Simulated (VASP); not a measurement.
Set up this calculation in VASP 6.6.1, as the native input.

| Property | Result |
| --- | --- |
| Task | relaxation of cell and atoms |
| Functional | PBE |
| Potentials or basis | VASP PAW PBE potentials, release 64 (Sn_d, Ge_d) |
| Cutoff | 600 eV |
| k mesh | 10 × 10 × 6 |
| Occupations | gaussian, width 0.1 eV |
| Spin | no spin polarisation |
| Dipole correction | no |
| Further INCAR settings | ALGO = Fast; EDIFF = 1e-07; IBRION = 2; EDIFFG = -0.01; NSW = 100; ISIF = 3 |

The structure of Sn2Ge3 lies in POSCAR:

```
Sn2Ge3
1.0
    4.3197638231      0.0000000000      0.0000000000
    0.0000000000      4.3197638231      0.0000000000
    0.0000000000      0.0000000000      6.7244053354
Sn Ge
2 3
Direct
    0.0000000000      0.5000000000      0.5000000000
    0.5000000000      0.0000000000      0.5000000000
    0.5000000000      0.5000000000      0.8155678753
    0.5000000000      0.5000000000      0.1844321247
    0.0000000000      0.0000000000      0.0000000000
```

The cell was generated, and may not be a known phase.

These files were run (other wordings do the same):

INCAR

```
SYSTEM = Sn2Ge3
ALGO = Fast ; EDIFF = 1E-7
EDIFFG = -0.01 ; ENCUT = 600
GGA = PE ; IBRION = 2
ISIF = 3 ; ISMEAR = 0
LASPH = .True. ; LCHARG = .False.
LREAL = .False. ; LWAVE = .False.
NELM = 100 ; NSW = 100
PREC = Accurate ; SIGMA = 0.1
```

KPOINTS

```
k-points
0
Gamma
  10 10 6
  0 0 0
```

Potentials or basis: VASP PAW PBE potentials, release 64 (Sn_d, Ge_d).

The run is started by

```bash
$ cat potpaw_PBE.64/Sn_d/POTCAR potpaw_PBE.64/Ge_d/POTCAR > POTCAR
$ mpirun -np 1 vasp_std > vasp.out
```

It gave:

```yaml
Relaxed_volume: 25.06 Å³/atom
Relaxed_cell: a = 4.208 Å, b = 4.208 Å, c = 7.076 Å, α = 90.00°, β = 90.00°, γ = 90.00°
Space_group_after_relaxing_to_0.1_Å: P4/mmm (No. 123)
Energy_gained_by_relaxing: 16.2 meV/atom
Ionic_steps: 10
Pressure_after_relaxing: 0.0 GPa
Largest_force_after_relaxing: 0.005 eV/Å
Band_gap_on_the_k_mesh: zero (bands 35 and 36 overlap by 3.14 eV)
```

Caveat: spin-orbit coupling is left out, which moves the levels of the heavy elements.

Run time: 100 min on 1 thread of Oxide Virtual Turin-like Processor (shared host), peak memory 0.54 GiB.
